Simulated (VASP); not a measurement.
# SnS (Pnma) in VASP: electric field gradients with r2SCAN

Aim: the electric field gradients of SnS with r2SCAN.

All numbers are computed with VASP 6.6.1; they aren't measurements. Logs are shortened: lines on timing, memory, paths and dates and some standing lists are left out, and cuts for length are marked.

## Step 1: The cell of the first run

Symmetry: Pnma, No. 62, orthorhombic system. Conventional cell: a = 11.320 Å, b = 4.050 Å, c = 4.242 Å, α = 90.00°, β = 90.00°, γ = 90.00°. Sn (site symmetry m) has 6 S at 2.64 to 3.42 Å and 2 Sn at 3.52 Å within 3.6 Å. Within 3.5 Å of S (site symmetry m) lie 6 Sn at 2.64 to 3.42 Å.

## Step 2: Electric field gradients, r2SCAN

Input file POSCAR:

```
SnS
1.0
   11.3200000000      0.0000000000      0.0000000000
    0.0000000000      4.0500000000      0.0000000000
    0.0000000000      0.0000000000      4.2420000000
Sn S
4 4
Direct
    0.1203544246      0.2500000000      0.1079622665
    0.3796455754      0.7500000000      0.6079622665
    0.6203544246      0.2500000000      0.3920377335
    0.8796455754      0.7500000000      0.8920377335
    0.8516662376      0.2500000000      0.4769495690
    0.6483337624      0.7500000000      0.9769495690
    0.3516662376      0.2500000000      0.0230504310
    0.1483337624      0.7500000000      0.5230504310
```

Input file INCAR.step1:

```
SYSTEM = SnS
PREC = Accurate
ENCUT = 440
ISMEAR = -1
SIGMA = 0.02
LREAL = .False.
LASPH = .True.
NELM = 120
NBANDS = 50
GGA = PE
ALGO = Normal
EDIFF = 1E-5
LWAVE = .True.
LCHARG = .False.
GGA_COMPAT = .False.
KPAR = 4
```

Input file INCAR.step2:

```
SYSTEM = SnS
PREC = Accurate
ENCUT = 440
EDIFF = 1E-8
ISMEAR = -1
SIGMA = 0.02
LREAL = .False.
LASPH = .True.
NELM = 120
ALGO = Normal
ISIF = 2
LWAVE = .False.
LCHARG = .False.
METAGGA = R2SCAN
LMIXTAU = .True.
LEFG = .True.
NBANDS = 50
ISTART = 1
GGA_COMPAT = .False.
KPAR = 4
```

Input file KPOINTS:

```
regular mesh
0
Gamma
  4 11 10
  0 0 0
```

Potentials or basis: VASP PAW PBE potentials, release 64 (Sn_d, S).

Started as:

```console
cat potpaw_PBE.64/Sn_d/POTCAR potpaw_PBE.64/S/POTCAR > POTCAR
cp INCAR.step1 INCAR
mpirun -np 4 vasp_std > vasp.out
cp INCAR.step2 INCAR
mpirun -np 4 vasp_std > vasp.out
```

OUTCAR:

```text
SYSTEM = SnS
   PREC = Accurate
   ENCUT = 440
   EDIFF = 1E-8
   ISMEAR = -1
   LREAL = .False.
   LASPH = .True.
   NELM = 120
   ISIF = 2
   METAGGA = R2SCAN
   ISTART = 1

 ion  position               nearest neighbor table
   1  0.120  0.250  0.108-   7 2.64   8 2.70   8 2.70   8 3.22   8 3.22   4 3.52   4 3.52
   2  0.380  0.750  0.608-   8 2.64   7 2.70   7 2.70   7 3.22   7 3.22   3 3.52   3 3.52
   3  0.620  0.250  0.392-   5 2.64   6 2.70   6 2.70   6 3.22   6 3.22   2 3.52   2 3.52
   4  0.880  0.750  0.892-   6 2.64   5 2.70   5 2.70   5 3.22   5 3.22   1 3.52   1 3.52
   5  0.852  0.250  0.477-   3 2.64   4 2.70   4 2.70   4 3.22   4 3.22
   6  0.648  0.750  0.977-   4 2.64   3 2.70   3 2.70   3 3.22   3 3.22
   7  0.352  0.250  0.023-   1 2.64   2 2.70   2 2.70   2 3.22   2 3.22
   8  0.148  0.750  0.523-   2 2.64   1 2.70   1 2.70   1 3.22   1 3.22

  LATTYP: Found a simple orthorhombic cell.
 ALAT       =     4.0500000000
 B/A-ratio  =     1.0474074074
 C/A-ratio  =     2.7950617284

  Lattice vectors:

 A1 = (   0.0000000000,   4.0500000000,   0.0000000000)
 A2 = (   0.0000000000,   0.0000000000,   4.2420000000)
 A3 = (  11.3200000000,   0.0000000000,   0.0000000000)

Analysis of symmetry for initial positions (statically):
=====================================================================
 Subroutine PRICEL returns:
 Original cell was already a primitive cell.

 Routine SETGRP: Setting up the symmetry group for a
 simple orthorhombic supercell.

 Subroutine GETGRP returns: Found  8 space group operations
 (whereof  2 operations were pure point group operations)
 out of a pool of  8 trial point group operations.

The static configuration has the point symmetry S_2 .
 The point group associated with its full space group is D_2h.

Analysis of symmetry for dynamics (positions and initial velocities):
=====================================================================
 Subroutine PRICEL returns:
 Original cell was already a primitive cell.

 Routine SETGRP: Setting up the symmetry group for a
 simple orthorhombic supercell.

 Subroutine GETGRP returns: Found  8 space group operations
[... 173 lines left out ...]
      1     -15.9470      2.00000
      2     -15.9302      2.00000
      3     -15.9246      2.00000
      4     -15.9209      2.00000
      5     -15.9207      2.00000
      6     -15.9152      2.00000
[... 1261 lines left out ...]
     49      11.5384      0.00000
     50      11.5386      0.00000

 [... further k-points ...]
[... 5 lines left out ...]
  --------------------------------------------------------------------------------------
  -------------------------------------------------------------------------------------
  Total       -0.1789047     -0.2920302      0.9928578      0.0000000      0.0000000      0.0000000
  in kB       -1.4738731     -2.4058370      8.1794770      0.0000000      0.0000000      0.0000000
  external PRESSURE =       1.4332556 kB  Pullay stress =       0.0000000 kB

 VOLUME and BASIS-vectors are now :
 -----------------------------------------------------------------------------
  energy-cutoff  :      440.00
  volume of cell :      194.48
      direct lattice vectors                 reciprocal lattice vectors
    11.320000000  0.000000000  0.000000000     0.088339223  0.000000000  0.000000000
     0.000000000  4.050000000  0.000000000     0.000000000  0.246913580  0.000000000
     0.000000000  0.000000000  4.242000000     0.000000000  0.000000000  0.235737860

 POSITION                                       TOTAL-FORCE (eV/Angst)
 -----------------------------------------------------------------------------------
      1.36241      1.01250      0.45798         0.155713     -0.000000      0.124560
      4.29759      3.03750      2.57898        -0.155713     -0.000000      0.124560
      7.02241      1.01250      1.66302         0.155713      0.000000     -0.124560
      9.95759      3.03750      3.78402        -0.155713      0.000000     -0.124560
      9.64086      1.01250      2.02322        -0.158763     -0.000000      0.145645
      7.33914      3.03750      4.14422         0.158763     -0.000000      0.145645
      3.98086      1.01250      0.09778        -0.158763      0.000000     -0.145645
      1.67914      3.03750      2.21878         0.158763     -0.000000     -0.145645
 -----------------------------------------------------------------------------------
    total drift:                                0.000000     -0.000000     -0.000000

  FREE ENERGIE OF THE ION-ELECTRON SYSTEM (eV)
  ---------------------------------------------------
  free  energy   TOTEN  =      -134.7867604448 eV

  energy  without entropy=     -134.7867604448  energy(sigma->0) =     -134.78676044

 Electric field gradients (V/A^2)
---------------------------------------------------------------------
 ion       V_xx      V_yy      V_zz      V_xy      V_xz      V_yz
---------------------------------------------------------------------
   1     -77.086    43.379    33.707    -0.000   -82.003    -0.000
   2     -77.086    43.379    33.707     0.000    82.003    -0.000
   3     -77.086    43.379    33.707    -0.000    82.003     0.000
   4     -77.086    43.379    33.707    -0.000   -82.003    -0.000
   5      -9.081    16.147    -7.067    -0.000    21.636    -0.000
   6      -9.081    16.147    -7.067     0.000   -21.636    -0.000
   7      -9.081    16.147    -7.067    -0.000   -21.636     0.000
   8      -9.081    16.147    -7.067    -0.000    21.636     0.000
---------------------------------------------------------------------

 Electric field gradients after diagonalization (V/A^2)
 (convention: |V_zz| > |V_xx| > |V_yy|)
----------------------------------------------------------------------
 ion       V_xx      V_yy      V_zz     asymmetry (V_yy - V_xx)/ V_zz
----------------------------------------------------------------------
   1      77.271    43.379  -120.650       0.281
   2      77.271    43.379  -120.650       0.281
   3      77.271    43.379  -120.650       0.281
   4      77.271    43.379  -120.650       0.281
   5      16.147    13.585   -29.733       0.086
   6      16.147    13.585   -29.733       0.086
   7      16.147    13.585   -29.733       0.086
   8      16.147    13.585   -29.733       0.086
----------------------------------------------------------------------

           NMR quadrupolar parameters

 Cq : quadrupolar parameter    Cq=e*Q*V_zz/h
 eta: asymmetry parameters     (V_yy - V_xx)/ V_zz
 Q  : nuclear electric quadrupole moment in mb (millibarn)
----------------------------------------------------------------------
 ion       Cq(MHz)       eta       Q (mb)
----------------------------------------------------------------------
   1      -0.292       0.281       1.000
   2      -0.292       0.281       1.000
   3      -0.292       0.281       1.000
   4      -0.292       0.281       1.000
   5      -0.072       0.086       1.000
   6      -0.072       0.086       1.000
   7      -0.072       0.086       1.000
   8      -0.072       0.086       1.000
----------------------------------------------------------------------
```

Wall time 10 min (4 MPI ranks of Intel Xeon Platinum 8488C (Sapphire Rapids), shared host); peak memory 0.68 GiB.

Results:

```yaml
Free_energy: -134.7868 eV
Pressure: 0.1 GPa
Largest_force: 0.215 eV/Å
Band_gap_on_the_k_mesh: 0.95 eV (least direct gap 1.36 eV)
Largest_electric_field_gradient_by_atom: Sn -120.7; S -29.7 V/Å²
```

Forces in eV/Å, atoms in the order of the input:
```
Sn   0.156  0.000  0.125
Sn  -0.156  0.000  0.125
Sn   0.156  0.000 -0.125
Sn  -0.156  0.000 -0.125
S   -0.159  0.000  0.146
S    0.159  0.000  0.146
S   -0.159  0.000 -0.146
S    0.159  0.000 -0.146
```

Levels at points of the mesh, in eV from the valence-band top:
```tsv
k point	band 37	band 38	band 39	band 40	band 41	band 42	band 43	band 44
(0.00, 0.00, 0.00)	-2.18	-1.45	-0.80	-0.71	0.95	3.36	3.36	3.45
(0.50, 0.00, 0.00)	-2.40	-2.40	-0.73	-0.73	2.82	2.82	3.12	3.12
(0.00, 0.00, 0.50)	-0.95	-0.95	-0.10	-0.10	1.63	1.63	2.06	2.06
(0.50, 0.00, 0.50)	-0.80	-0.80	-0.05	-0.05	1.56	1.56	2.01	2.01
```

Electric field gradients, principal values (V/Å²):
| atom | least | middle | greatest (by size) |
| --- | --- | --- | --- |
| 1 Sn | 43.379 | 77.271 | -120.650 |
| 2 Sn | 43.379 | 77.271 | -120.650 |
| 3 Sn | 43.379 | 77.271 | -120.650 |
| 4 Sn | 43.379 | 77.271 | -120.650 |
| 5 S | 13.585 | 16.147 | -29.733 |
| 6 S | 13.585 | 16.147 | -29.733 |
| 7 S | 13.585 | 16.147 | -29.733 |
| 8 S | 13.585 | 16.147 | -29.733 |

Caveat: without QUAD_EFG the Cq values of the log hold for a quadrupole moment of 1 mb, not for the nuclei; the PAW data sets were made with another functional, which shifts forces and pressure a little; spin-orbit coupling is left out, which moves the levels of the heavy elements; an odd mesh through Γ misses points on the zone boundary, where band edges can lie.
